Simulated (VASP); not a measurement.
Input of a VASP 6.6.1 run:

File INCAR:

```
PREC     = Accurate       # precision mode
ENCUT    = 520            # plane-wave cutoff, eV
EDIFF    = 1E-7           # SCF threshold, eV
ISMEAR   = 0              # smearing method
SIGMA    = 0.05           # smearing width, eV
LREAL    = F              # projectors in reciprocal space
LASPH    = T              # aspherical terms in the spheres
NELM     = 80             # most SCF steps
ALGO     = Fast           # electronic algorithm
ISIF     = 2              # what is computed and relaxed
LWAVE    = F              # write WAVECAR
LCHARG   = F              # write CHGCAR
GGA      = PS             # functional
NBANDS   = 17             # bands
```

File KPOINTS:

```
regular mesh
0
Gamma
  18 18 10
```

POSCAR

```
Hf
1.0
    2.7966096959      0.0000000000      0.0000000000
   -1.3983048480      2.4219350411      0.0000000000
    0.0000000000      0.0000000000      4.5927841110
Hf
2
Direct
    0.3333333333      0.6666666667      0.2500000000
    0.6666666667      0.3333333333      0.7500000000
```

Potentials or basis: VASP PAW PBE potentials, release 64 (Hf_pv).

Launch:

```bash
$ cat potpaw_PBE.64/Hf_pv/POTCAR > POTCAR
$ mpirun -np 1 vasp_std > vasp.out
```

(1) What does it give for the band gap on the k mesh?

(2) Predict the pressure.

## Answers

(1) zero (bands 10 and 11 overlap by 1.81 eV).

(2) 63.2 GPa.

Caveat: the cell stands under pressure; the PAW data sets were made with another functional, which shifts forces and pressure a little; spin-orbit coupling is left out, which moves the levels of the heavy elements.
